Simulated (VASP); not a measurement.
# ZnF2 (P4_2/mnm) in VASP: further runs, part 2 of 2

VASP 6.6.1. Earlier steps stand in the parts before.

## Step 3: Single point, r2SCAN (strain -5.8%)

Contents of POSCAR:

```
ZnF2
1.0
    4.4329189266      0.0000000000      0.0000000000
    0.0000000000      4.4329189266      0.0000000000
    0.0000000000      0.0000000000      2.9469979282
Zn F
2 4
Direct
    0.0000000000      0.0000000000      0.0000000000
    0.5000000000      0.5000000000      0.5000000000
    0.2999843542      0.2999843542      0.0000000000
    0.2000156458      0.7999843542      0.5000000000
    0.7000156458      0.7000156458      0.0000000000
    0.7999843542      0.2000156458      0.5000000000
```

Contents of INCAR.step1:

```
PREC = Accurate
ENCUT = 660
ISMEAR = 0
SIGMA = 0.01
LREAL = False
LASPH = True
NELM = 120
NBANDS = 35
GGA = PE
ALGO = Normal
EDIFF = 1E-5
LWAVE = True
LCHARG = False
GGA_COMPAT = False
```

Contents of INCAR.step2:

```
PREC = Accurate
ENCUT = 660
EDIFF = 1E-6
ISMEAR = 0
SIGMA = 0.01
LREAL = False
LASPH = True
NELM = 120
ALGO = Normal
ISIF = 2
LWAVE = False
LCHARG = True
METAGGA = R2SCAN
LMIXTAU = True
LELF = True
LVHAR = True
NBANDS = 35
ISTART = 1
GGA_COMPAT = False
```

Contents of KPOINTS:

```
regular mesh
0
Gamma
  6 6 8
```

Potentials or basis: VASP PAW PBE potentials, release 64 (Zn, F).

Run with:

```
$ cat potpaw_PBE.64/Zn/POTCAR potpaw_PBE.64/F/POTCAR > POTCAR
$ cp INCAR.step1 INCAR
$ mpirun -np 1 vasp_std > vasp.out
$ cp INCAR.step2 INCAR
$ mpirun -np 1 vasp_std > vasp.out
```

OUTCAR:

```text
PREC = Accurate
   ENCUT = 660
   EDIFF = 1E-6
   ISMEAR = 0
   LREAL = False
   LASPH = True
   NELM = 120
   ISIF = 2
   METAGGA = R2SCAN
   ISTART = 1

 ion  position               nearest neighbor table
   1  0.000  0.000  0.000-   3 1.88   5 1.88   4 1.93   6 1.93   4 1.93   6 1.93
   2  0.500  0.500  0.500-   4 1.88   6 1.88   5 1.93   3 1.93   3 1.93   5 1.93
   3  0.300  0.300  0.000-   1 1.88   2 1.93   2 1.93
   4  0.200  0.800  0.500-   2 1.88   1 1.93   1 1.93
   5  0.700  0.700  0.000-   1 1.88   2 1.93   2 1.93
   6  0.800  0.200  0.500-   2 1.88   1 1.93   1 1.93

  LATTYP: Found a simple tetragonal cell.
 ALAT       =     4.4329189266
 C/A-ratio  =     0.6647985170

  Lattice vectors:

 A1 = (   4.4329189266,   0.0000000000,   0.0000000000)
 A2 = (   0.0000000000,   4.4329189266,   0.0000000000)
 A3 = (   0.0000000000,   0.0000000000,   2.9469979282)

Analysis of symmetry for initial positions (statically):
=====================================================================
 Subroutine PRICEL returns:
 Original cell was already a primitive cell.

 Routine SETGRP: Setting up the symmetry group for a
 simple tetragonal supercell.

 Subroutine GETGRP returns: Found 16 space group operations
 (whereof  8 operations were pure point group operations)
 out of a pool of 16 trial point group operations.

The static configuration has the point symmetry D_2h.
 The point group associated with its full space group is D_4h.

Analysis of symmetry for dynamics (positions and initial velocities):
=====================================================================
 Subroutine PRICEL returns:
 Original cell was already a primitive cell.

 Routine SETGRP: Setting up the symmetry group for a
 simple tetragonal supercell.

 Subroutine GETGRP returns: Found 16 space group operations
 (whereof  8 operations were pure point group operations)
 out of a pool of 16 trial point group operations.

The dynamic configuration has the point symmetry D_2h.
 The point group associated with its full space group is D_4h.

 Subroutine INISYM returns: Found 16 space group operations
 (whereof  8 operations are pure point group operations),
 and found     1 'primitive' translations

----------------------------------------------------------------------------------------

                                     Primitive cell

  volume of cell :      57.9108

  direct lattice vectors                    reciprocal lattice vectors
     4.432918927  0.000000000  0.000000000     0.225584996  0.000000000  0.000000000
     0.000000000  4.432918927  0.000000000     0.000000000  0.225584996  0.000000000
     0.000000000  0.000000000  2.946997928     0.000000000  0.000000000  0.339328369

  length of vectors
     4.432918927  4.432918927  2.946997928     0.225584996  0.225584996  0.339328369

  position of ions in fractional coordinates (direct lattice)
     0.000000000  0.000000000  0.000000000
     0.500000000  0.500000000  0.500000000
     0.299984354  0.299984354  0.000000000
     0.200015646  0.799984354  0.500000000
     0.700015646  0.700015646  0.000000000
     0.799984354  0.200015646  0.500000000

  ion indices of the primitive-cell ions
[... 36 lines left out ...]
  0.000000  0.000000  0.000000      1.000000
  0.166667  0.000000  0.000000      4.000000
  0.333333  0.000000  0.000000      4.000000
  0.500000  0.000000  0.000000      2.000000
  0.166667  0.166667  0.000000      4.000000
  0.333333  0.166667  0.000000      8.000000
[... 16 lines left out ...]
  0.333333  0.000000  0.250000      8.000000
  0.500000  0.000000  0.250000      4.000000
 [... further k-points ...]
   k-points           NKPTS =     50   k-points in BZ     NKDIM =     50   number of bands    NBANDS=     35
   number of dos      NEDOS =    301   number of ions     NIONS =      6
   total plane-waves  NPLWV =  44800
   dimension x,y,z NGX =    40 NGY =   40 NGZ =   28
   dimension x,y,z NGXF=    80 NGYF=   80 NGZF=   56
   ions per type =               2   4
   NGX,Y,Z   is equivalent  to a cutoff of  15.00, 15.00, 15.80 a.u.
   NGXF,Y,Z  is equivalent  to a cutoff of  30.00, 30.00, 31.59 a.u.
 SYSTEM =  unknown system
   PREC   = accura    normal or accurate (medium, high low for compatibility)
   ISTART =      1    job   : 0-new  1-cont  2-samecut
   ICHARG =      0    charge: 1-file 2-atom 10-const
   ISPIN  =      1    spin polarized calculation?
   LNONCOLLINEAR =      F non collinear calculations
   LSORBIT =      F    spin-orbit coupling
   LASPH  =      T    aspherical Exc in radial PAW
   ENCUT  =  660.0 eV  48.51 Ry    6.96 a.u.   9.29  9.29  6.17*2*pi/ulx,y,z
   NELM   =    120;   NELMIN=  2; NELMDL=  0     # of ELM steps
   EDIFF  = 0.1E-05   stopping-criterion for ELM
   LREAL  =      F    real-space projection
   EDIFFG = 0.1E-04   stopping-criterion for IOM
   NSW    =      0    number of steps for IOM
   IBRION =     -1    ionic relax: 0-MD 1-quasi-New 2-CG
   NFREE  =      0    steps in history (QN), initial steepest desc. (CG)
   ISIF   =      2    stress and relaxation
   ISYM   =      2    0-nonsym 1-usesym 2-fastsym
   POTIM  = 0.5000    time-step for ionic-motion
   TEBEG  =    0.0;   TEEND  =   0.0 temperature during run
   PSTRESS=    0.0 pullay stress
   NELECT =      52.0000    total number of electrons
   NUPDOWN=      -1.0000    fix difference up-down
   EMIN   =  10.00;   EMAX   =-10.00  energy-range for DOS
   EFERMI =   0.00;   METHOD = LEGACY
   ISMEAR =     0;   SIGMA  =   0.01  broadening in eV -4-tet -1-fermi 0-gaus
   EFERMI_NEDOS =   21; number of points for ismear=-14 and -15
   IALGO  =     38    algorithm
   IMIX   =      4    mixing-type and parameters
     AMIX     =   0.40;   BMIX     =  1.00
     AMIX_MAG =   1.60;   BMIX_MAG =  1.00
  volume/ion in A,a.u.               =       9.65        65.13
  Fermi-wavevector in a.u.,A,eV,Ry     =   1.579390  2.984615 33.939377  2.494474
  Thomas-Fermi vector in A             =   2.679777
   LORBIT       =      0    0 simple, 1 ext, 2 COOP (PROOUT), +10 PAW based schemes
   METAGGA = R2SCAN    functional components
   LHFCALC =     F    Hartree Fock is set to
   AEXX    =    0.0000 exact exchange contribution
   IVDW    =     0    specifies the selected vdW correction
   LEPSILON=     F    determine dielectric tensor
   LRPA    =     F    only Hartree local field effects (RPA)
 non-spin polarized calculation
 Gauss-broadening in eV      SIGMA  =   0.01
  energy-cutoff  :      660.00
  volume of cell :       57.91
 maximum number of plane-waves:      2252
 NGX is ok and might be reduce to    40
   NGX = 19   NGY = 19   NGZ = 13

 number of electron      52.0000003 magnetization

 Free energy of the ion-electron system (eV)
  ---------------------------------------------------
  ext. energy  EPLUGINS =         0.00000000
  ---------------------------------------------------
  free energy    TOTEN  =       -44.63584672 eV

  energy without entropy =      -44.63584672  energy(sigma->0) =      -44.63584672

 E-fermi :   0.7695     XC(G=0): -12.0396

 val. band max:        0.6768569121   @ k =   0.0000   0.0000   0.0000
 cond. band min:       5.1402693013   @ k =   0.0000   0.0000   0.0000
 fundamental gap:      4.4634123892
 Fermi energy:         0.7694529329

 k-point     1 :       0.0000    0.0000    0.0000
  band No.  band energies     occupation
      1     -24.4543      2.00000
      2     -23.3383      2.00000
      3     -23.3383      2.00000
      4     -23.2527      2.00000
      5      -7.7620      2.00000
      6      -6.5447      2.00000
[... 901 lines left out ...]
     34      16.0115      0.00000
     35      18.4137      0.00000

 [... further k-points ...]

------------------------ aborting loop because EDIFF is reached ----------------------------------------

  FORCE on cell =-STRESS in cart. coord.  units (eV):
  Direction    XX          YY          ZZ          XY          YZ          ZX
  --------------------------------------------------------------------------------------
  -------------------------------------------------------------------------------------
  Total       11.6994160     11.6994160     13.1817405      0.0000000      0.0000000      0.0000000
  in kB      323.6796228    323.6796228    364.6900664      0.0000000      0.0000000      0.0000000
  external PRESSURE =     337.3497707 kB  Pullay stress =       0.0000000 kB

 VOLUME and BASIS-vectors are now :
 -----------------------------------------------------------------------------
  energy-cutoff  :      660.00
  volume of cell :       57.91
      direct lattice vectors                 reciprocal lattice vectors
     4.432918927  0.000000000  0.000000000     0.225584996  0.000000000  0.000000000
     0.000000000  4.432918927  0.000000000     0.000000000  0.225584996  0.000000000
     0.000000000  0.000000000  2.946997928     0.000000000  0.000000000  0.339328369

 POSITION                                       TOTAL-FORCE (eV/Angst)
 -----------------------------------------------------------------------------------
      0.00000      0.00000      0.00000         0.000000     -0.000000      0.000000
      2.21646      2.21646      1.47350         0.000000     -0.000000      0.000000
      1.32981      1.32981      0.00000        -0.011333     -0.011333     -0.000000
      0.88665      3.54627      1.47350         0.011333     -0.011333      0.000000
      3.10311      3.10311      0.00000         0.011333      0.011333      0.000000
      3.54627      0.88665      1.47350        -0.011333      0.011333      0.000000
 -----------------------------------------------------------------------------------
    total drift:                                0.000000     -0.000000      0.000000

  FREE ENERGIE OF THE ION-ELECTRON SYSTEM (eV)
  ---------------------------------------------------
  free  energy   TOTEN  =       -44.6358467172 eV

  energy  without entropy=      -44.6358467172  energy(sigma->0) =      -44.63584672
```

It took 6.7 min on 1 thread of AMD EPYC 7R43 (Zen 3), shared host; peak memory 0.25 GiB.

Results:

```yaml
Free_energy: -44.6358 eV
Pressure: 33.7 GPa
Largest_force: 0.016 eV/Å
Band_gap_on_the_k_mesh: 4.46 eV
```

Forces in eV/Å, atoms in the order of the input:
```
Zn   0.000  0.000  0.000
Zn   0.000  0.000  0.000
F   -0.011 -0.011  0.000
F    0.011 -0.011  0.000
F    0.011  0.011  0.000
F   -0.011  0.011  0.000
```

Levels at points of the mesh, in eV from the valence-band top:
| k point | band 23 | band 24 | band 25 | band 26 | band 27 | band 28 | band 29 | band 30 |
| --- | --- | --- | --- | --- | --- | --- | --- | --- |
| (0.00, 0.00, 0.00) | -2.14 | -0.72 | -0.72 | 0.00 | 4.46 | 10.40 | 10.40 | 11.40 |
| (0.50, 0.00, 0.00) | -0.94 | -0.94 | -0.88 | -0.88 | 7.35 | 7.35 | 11.56 | 11.56 |
| (0.50, 0.50, 0.00) | -1.69 | -1.69 | -0.74 | -0.74 | 8.73 | 8.73 | 10.02 | 10.02 |
| (0.00, 0.00, 0.50) | -1.66 | -1.66 | -1.54 | -1.54 | 9.96 | 9.96 | 13.47 | 13.47 |
| (0.50, 0.00, 0.50) | -2.09 | -2.09 | -0.24 | -0.24 | 10.84 | 10.84 | 11.43 | 11.43 |
| (0.50, 0.50, 0.50) | -1.66 | -1.66 | -1.02 | -1.02 | 9.85 | 9.85 | 12.17 | 12.17 |

Caveat: the cell differs from its parent crystal (strain -5.8%); the cell stands under pressure; the PAW data sets were made with another functional, which shifts forces and pressure a little. A k mesh can miss the band edges.
